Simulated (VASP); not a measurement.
InSb3: single point with BLYP

InSb3:

```
CELL_PARAMETERS angstrom
0.00000 3.79455 3.79455
3.79455 0.00000 3.79455
3.79455 3.79455 0.00000
ATOMIC_POSITIONS crystal
In 0.00000 0.00000 0.00000
Sb 0.25000 0.25000 0.25000
Sb 0.75000 0.75000 0.75000
Sb 0.50000 0.50000 0.50000
```

```json
{
  "Program": "VASP 6.6.1",
  "Task": "single point",
  "Functional": "BLYP",
  "Potentials or basis": "VASP PAW PBE potentials, release 64 (In_d, Sb)",
  "Cutoff": "500 eV",
  "k mesh": "4 × 4 × 4",
  "Occupations": "methfessel-paxton, width 0.15 eV",
  "Spin": "no spin polarisation",
  "Dipole correction": "no",
  "Further INCAR settings": "ALGO = Normal; EDIFF = 1e-06; NBANDS = 22"
}
```

| Item | Value |
| --- | --- |
| Pressure | 4.2 GPa |
| Band gap on the k mesh | zero (band 14 reaches 9.55 eV, above the bottom of band 15 at 6.11 eV) |

Levels at points of the mesh, in eV from the Fermi level:
```
           k point  band 11  band 12  band 13  band 14  band 15  band 16  band 17  band 18
(0.00, 0.00, 0.00)    -2.39    -2.39    -2.34    -2.34    -2.34    -0.66    -0.66    -0.66
(0.50, 0.00, 0.00)    -3.36    -2.51    -2.51    -0.28    -0.23     1.93     1.93     3.15
(0.50, 0.50, 0.00)    -4.96     0.30     0.85     0.85     1.15     1.61     1.74     1.74
```

Wall time 24 s on 1 thread of Intel(R) Xeon(R) 6975P-C (Granite Rapids), with other jobs on the host, peak memory 0.23 GiB.

Caveat: the PAW data sets were made with another functional, which shifts forces and pressure a little; spin-orbit coupling is left out, which moves the levels of the heavy elements.
